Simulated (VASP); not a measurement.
Write the native input for VASP 6.6.1 that does the following.

| Quantity | Value |
| --- | --- |
| Task | single point |
| Functional | PBE |
| Dispersion | D4 |
| Potentials or basis | VASP PAW PBE potentials, release 64 (Si, Mo_sv) |
| Cutoff | 520 eV |
| k mesh | 10 × 10 × 10 |
| Occupations | gaussian, width 0.05 eV |
| Spin | no spin polarisation |
| Dipole correction | no |
| Further INCAR settings | ALGO = Normal; EDIFF = 1e-06; NBANDS = 18 |

The structure of Si2Mo lies in POSCAR:

```
Si2Mo
1.0
   -1.6018812136      1.6018812136      3.9212716889
    1.6018812136     -1.6018812136      3.9212716889
    1.6018812136      1.6018812136     -3.9212716889
Si Mo
2 1
Direct
    0.3351230337      0.3351230337      0.0000000000
    0.6648769663      0.6648769663      0.0000000000
    0.0000000000      0.0000000000      0.0000000000
```

These files were run (other wordings do the same):

INCAR

```
SYSTEM = Si2Mo
PREC = Accurate ; ENCUT = 520
EDIFF = 1E-6 ; ISMEAR = 0
SIGMA = 0.05 ; LREAL = .FALSE.
LASPH = .TRUE. ; NELM = 80
ALGO = Normal ; ISIF = 2
LWAVE = .FALSE. ; LCHARG = .FALSE.
GGA = PE ; IVDW = 13
NBANDS = 18
```

KPOINTS

```
regular mesh
0
G
  10 10 10
  0 0 0
```

Potentials or basis: VASP PAW PBE potentials, release 64 (Si, Mo_sv).

Command:

```sh
$ cat potpaw_PBE.64/Si/POTCAR potpaw_PBE.64/Mo_sv/POTCAR > POTCAR
$ mpirun -np 1 vasp_std > vasp.out
```

It gave:

The pressure is -3.4 GPa, the largest force is 0.005 eV/Å and the band gap on the k mesh is zero (bands 11 and 12 overlap by 0.94 eV). The dispersion energy per atom is -0.552 eV.

Caveat: the cell stands under tension.

Run time: 2 min on 1 thread of Intel Xeon 8259CL, with other jobs on the host, peak memory 0.25 GiB.
